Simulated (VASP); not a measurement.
TaTiSi4:

```xyz
6
Lattice="0.0000 4.2459 4.3938 2.4606 0.0000 4.3938 2.4606 4.2459 0.0000" Properties=species:S:1:pos:R:3 pbc="T T T"
Ti    3.6909    6.3688    6.5907
Ta    2.4606    4.2459    4.3938
Si    1.2303    0.7048    2.1969
Si    1.2303    3.5411    2.1969
Si    2.4606    1.4181    4.3938
Si    2.4606    7.0736    4.3938
```

```yaml
Program: VASP 6.6.1
Task: relaxation of cell and atoms
Functional: PBE
Potentials_or_basis: VASP PAW PBE potentials, release 64 (Ti_sv, Ta_pv, Si)
Cutoff: 500 eV
k_mesh: 4 × 4 × 4
Occupations: gaussian, width 0.1 eV
Spin: no spin polarisation
```

At the start: pressure -8.4 GPa; volume 15.30 Å³/atom.

Question: Where does the relaxation end?

Answer: Over 11 steps the energy falls by 44.1 meV/atom and the volume is 14.40 Å³/atom (-5.9 %); space group F222 (No. 22, to 0.1 Å) before and after.

Step by step:
```
step  energy change (eV)  largest force (eV/Å)  pressure (GPa)  volume (Å³)
   1              0.0000                0.7117           -8.37        91.81
   2             -0.0390                0.6504           10.98        81.59
   3             -0.1735                0.7088            0.81        86.15
   4             -0.2282                0.4514            0.72        85.94
   5             -0.2450                0.1055            1.14        85.60
   6             -0.2506                0.1631            0.89        85.73
   7             -0.2623                0.0649           -0.81        86.76
   8             -0.2626                0.0770           -0.58        86.62
   9             -0.2640                0.0164            0.48        86.15
  10             -0.2643                0.0333            0.18        86.28
  11             -0.2646                0.0080           -0.02        86.38
```

Final structure:
```
Ti Ta Si
1.0
     0.00000    4.13763    4.35333
     2.39792    0.00000    4.35333
     2.39792    4.13763    0.00000
Ti Ta Si
1 1 4
Direct
  0.75000 0.75000 0.75000
  0.50000 0.50000 0.50000
  0.09610 0.40390 0.09610
  0.40390 0.09610 0.40390
  0.16040 0.83960 0.16040
  0.83960 0.16040 0.83960
```

Caveat: the k points lie up to 0.42 Å⁻¹ apart in the final cell, too coarse for converged energies and pressures of a metal.
